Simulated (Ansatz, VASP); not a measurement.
**BN in VASP and in Ansatz**

```
B N
1.0
     0.00000   -1.81239   -1.81239
    -1.81239    0.00000   -1.81239
     1.81239    1.81239   -3.62479
B N
2 2
Cartesian
  -0.0723 0.0778 0.0056
  0.0723 -0.0778 -3.6304
  0.8322 0.9859 -4.5253
  -0.8322 -0.9859 -4.5367
```

Change from the starting cell: mode 4 frozen in at -0.068 Å and mode 5 at +0.085 Å (largest displacements).

Alike in both runs: task single point; functional PBE; k mesh 6 × 6 × 6; occupations gaussian, width 0.05 eV; no spin polarisation.

```csv
,VASP,Ansatz
version,VASP 6.6.1,Ansatz 0.2.0
potentials or method,"VASP PAW PBE potentials, release 64 (B, N), cutoff 520 eV","scalar-relativistic, plane waves, PAW"
valence electrons in the cell,16,16
```

```tsv
	VASP	Ansatz	Ansatz less VASP
gap on the k mesh at the Fermi level (eV)	4.24	4.25	+0.010
least direct gap on the mesh (eV)	6.20	6.22	+0.012
pressure (GPa)	-0.1	-0.3	-0.20
traceless stress, the component that is largest in VASP (GPa)	2.68	2.68	+0.002
rms of the force components (eV/Å)	0.667	0.667	+0.0004
```

Atom by atom the forces differ by 0.001 eV/Å (rms over components). With one functional, cell and mesh, what is left measures potentials, basis and numerics.

The k mesh is coarse, so the values compare programs but aren't converged.
